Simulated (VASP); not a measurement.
**MgS (ae): single point with PBEsol**

The system is MgS (ae).

```
Mg S
1.0
     0.00000    2.61712    2.57760
     2.61712    0.00000    2.57760
     2.61712    2.61712    0.00000
Mg S
1 1
Direct
  0.00000 0.00000 0.00000
  0.50000 0.50000 0.50000
```

```
Program             : VASP 6.6.1
Task                : single point
Functional          : PBEsol
Potentials or basis : VASP PAW PBE potentials, release 64 (Mg, S)
Cutoff              : 600 eV
k mesh              : 6 × 6 × 6
Occupations         : gaussian, width 0.01 eV
Spin                : no spin polarisation
```

```yaml
Pressure: -1.3 GPa
Band_gap_on_the_k_mesh: 2.62 eV, indirect (least direct gap 3.55 eV)
```

Stress tensor (GPa, compression positive):
```
-1.79  0.00  0.00
 0.00 -1.79  0.00
 0.00  0.00 -0.19
```

Levels at points of the mesh, in eV from the valence-band top:
```
           k point  band 2  band 3  band 4  band 5  band 6  band 7
(0.00, 0.00, 0.00)   -0.07    0.00    0.00    3.55    7.78    7.78
(0.50, 0.00, 0.00)   -4.90   -0.64   -0.60    4.37    6.72    6.89
(0.50, 0.50, 0.00)   -4.26   -1.77   -1.77    2.62    4.19   11.93
(0.50, 0.00, 0.50)   -4.28   -1.77   -1.64    2.70    4.25   11.77
```

Run time: 17 s on 1 thread of Intel(R) Xeon(R) Platinum 8488C (Sapphire Rapids) (shared host), peak memory 0.17 GiB.

Caveat: the PAW data sets were made with another functional, which shifts forces and pressure a little. A k mesh can miss the band edges.
